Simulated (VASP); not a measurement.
A run of VASP 6.6.1:

The input INCAR:

```
PREC = Accurate
ENCUT = 600
EDIFF = 1E-7
ISMEAR = -1
SIGMA = 0.05
LREAL = F
LASPH = T
NELM = 100
ALGO = Normal
ISIF = 3
LWAVE = F
LCHARG = F
GGA = PE
IBRION = 2
NSW = 100
EDIFFG = -0.003
```

KPOINTS

```
Automatic mesh
0
Gamma
  11 11 11
```

File POSCAR:

```
As
1.0
    1.8807968987      1.0858785957      3.5140619945
   -1.8807968987      1.0858785957      3.5140619945
    0.0000000000     -2.1717571915      3.5140619945
As
2
Direct
    0.7740000000      0.7740000000      0.7740000000
    0.2260000000      0.2260000000      0.2260000000
```

Potentials or basis: VASP PAW PBE potentials, release 64 (As).

Run with:

```sh
$ cat potpaw_PBE.64/As/POTCAR > POTCAR
$ mpirun -np 1 vasp_std > vasp.out
```

Hardware: 1 thread of Intel(R) Xeon(R) 6975P-C (Granite Rapids) (shared host).

Problem. Estimate the wall time of this run.

Solution. It took 3.1 min on 1 thread of Intel(R) Xeon(R) 6975P-C (Granite Rapids), with other jobs on the host, peak memory 0.25 GiB. Counts: scf iterations 80, k points 146, ion steps 15.
